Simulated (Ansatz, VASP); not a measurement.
BP: VASP beside Ansatz

```xyz
2
Lattice="0.0000 2.2454 2.2454 2.2454 0.0000 2.2454 2.2454 2.2454 0.0000" Properties=species:S:1:pos:R:3 pbc="T T T"
B     0.0000    0.0000    0.0000
P     3.3681    3.3681    3.3681
```

Change from the starting cell: unstrained, PAW files.

Alike in both runs: task single point; functional LDA; k mesh 8 × 8 × 8; no spin polarisation.

```csv
,VASP,Ansatz
version,VASP 6.6.1,Ansatz 0.2.0
potentials or method,"VASP PAW LDA potentials, release 64 (B, P)","PAW with Ansatz's default frozen-core files, scalar-relativistic"
plane-wave cutoff (eV),520,420
occupations,"gaussian, width 0.01 eV",fixed
valence electrons in the cell,8,8
```

```csv
,VASP,Ansatz,Ansatz less VASP
gap on the k mesh at the Fermi level (eV),1.18,1.18,0.000
pressure (GPa),-0.1,0.0,+0.11
```

LDA's correlation is that of Perdew and Zunger in VASP and of Perdew and Wang (1992) in Ansatz.
